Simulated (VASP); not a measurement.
Here is a VASP 6.6.1 calculation.

File INCAR:

```
SYSTEM = Te
PREC     = Accurate       ! precision mode
ENCUT    = 600            ! plane-wave cutoff, eV
EDIFF    = 1E-7           ! SCF threshold, eV
ISMEAR   = 0              ! smearing method
SIGMA    = 0.1            ! smearing width, eV
LREAL    = .False.        ! projectors in reciprocal space
LASPH    = .True.         ! aspherical terms in the spheres
NELM     = 60             ! most SCF steps
ALGO     = Normal         ! electronic algorithm
ISIF     = 3              ! what is computed and relaxed
LWAVE    = .False.        ! write WAVECAR
LCHARG   = .False.        ! write CHGCAR
GGA      = PE             ! functional
IBRION   = 2              ! ionic algorithm
NSW      = 90             ! ionic steps
EDIFFG   = -0.04          ! ionic threshold
```

KPOINTS

```
Automatic mesh
0
Gamma
  6 4 4
  0 0 0
```

The input POSCAR:

```
Te
1.0
    3.1854294800      0.0000000000      0.0000000000
    0.0000000000      4.4757281000      0.0000000000
   -0.2860905600      0.0000000000      4.3648879000
Te
2
Direct
    0.4923043100      0.7500000000      0.2791072800
    0.5076956900      0.2500000000      0.7208927200
```

Potentials or basis: VASP PAW PBE potentials, release 64 (Te).

Run with:

```bash
$ cat potpaw_PBE.64/Te/POTCAR > POTCAR
$ mpirun -np 1 vasp_std > vasp.out
```

Task: Predict the relaxed cell.

Result: a = 3.482 Å, b = 4.405 Å, c = 4.389 Å, α = 90.00°, β = 89.75°, γ = 90.00°.

Task: Predict the band gap on the k mesh.

Result: Zero (bands 6 and 7 overlap by 3.13 eV).

Final structure:
```
Te
1.0
     3.47918    0.00000    0.13424
     0.00000    4.40521    0.00000
    -0.15036    0.00000    4.38645
Te
2
Direct
  0.49959 0.75000 0.24960
  0.50041 0.25000 0.75040
```

Caveat: spin-orbit coupling is left out, which moves the levels of the heavy elements.
